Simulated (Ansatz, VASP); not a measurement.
## One calculation of BSe2, two programs

```
B Se
1.0
     4.21827    0.00000    0.00000
     0.00000    4.21827    0.00000
     0.00000    0.00000    5.83439
B Se
2 4
Direct
  0.00000 0.50000 0.87059
  0.50000 0.00000 0.12941
  0.00000 0.00000 0.00000
  0.50000 0.50000 0.00000
  0.00000 0.50000 0.52087
  0.50000 0.00000 0.47913
```

Alike in both runs: functional PBE; k mesh 4 × 4 × 4; occupations gaussian, width 0.1 eV; no spin polarisation.

Ansatz relaxed the structure, and its values are those at the end. VASP's run is a single point on that final structure, the one shown.

|  | VASP | Ansatz |
| --- | --- | --- |
| version | VASP 6.6.1 | Ansatz 0.2.0 |
| potentials or method | VASP PAW PBE potentials, release 64 (B, Se), cutoff 520 eV | scalar-relativistic, plane waves, PAW |
| valence electrons in the cell | 30 | 70 |

```csv
,VASP,Ansatz,Ansatz less VASP
gap on the k mesh at the Fermi level (eV),none,none,-
pressure (GPa),0.1,0.0,-0.12
rms of the force components (eV/Å),0.009,0.001,-0.0083
```

A gap of «none» marks a metal or a gap that the smearing closes. VASP's potentials hold 30 valence electrons a cell and Ansatz's 70, so a difference there can come from the potentials and not from the codes.

The k mesh is coarse, so the values compare programs but aren't converged.
